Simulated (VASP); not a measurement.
Runs of VASP 6.6.1 on RbReB2. The structure is that of space group P4mm (No. 99), or close to it. The cells are those of the table. 

```csv
task,spin,cell,k mesh,cutoff (eV),gap on the mesh (eV),pressure (GPa),relaxed volume (Å³/atom),largest force (eV/Å)
relaxation of cell and atoms,off,"relaxed from a = 3.772, b = 3.772, c = 7.142 Å, 4 atoms",12 × 12 × 8,600,none,0.0,25.62,0.01
single point,off,"a = 4.060, b = 4.060, c = 4.985 Å, 4 atoms",4 × 4 × 4,520,none,7.1,-,(b)
single point,"collinear, ferromagnetic start","a = 3.772, b = 3.772, c = 7.142 Å, 4 atoms",4 × 4 × 4,520,none,0.4,-,0.15
single point,off,"a = 3.772, b = 3.772, c = 7.142 Å, 4 atoms",4 × 4 × 4,520,none,0.4,-,0.15
single point,off,"a = 3.794, b = 3.794, c = 7.089 Å, 4 atoms",12 × 12 × 8,520,none,0.4,-,0.14
relaxation of cell and atoms,off,"relaxed from a = 4.060, b = 4.060, c = 4.985 Å, 4 atoms",4 × 4 × 4,600,none,-0.1,(a),0.01
```

Alike in all rows: level PBE; potentials or basis VASP PAW PBE potentials, release 64 (Rb_sv, Re, B); smearing gaussian 0.1 eV.

**Question.** Estimate the missing entries.

**Answer.** (a) 25.44; (b) 4.62.

Caveats: some runs use coarse meshes; spin-orbit coupling is left out, which moves the levels of the heavy elements; forces of over 1 eV/Å act on the atoms, so gaps and moduli don't describe the material at rest (some runs); the volume moved by over 15 % at a fixed basis, so the end points are rough (some runs).

A k mesh can miss the band edges, and the runs leave out spin-orbit coupling on Rb, Re.

A gap of «none» marks levels without a gap at the run's occupations.
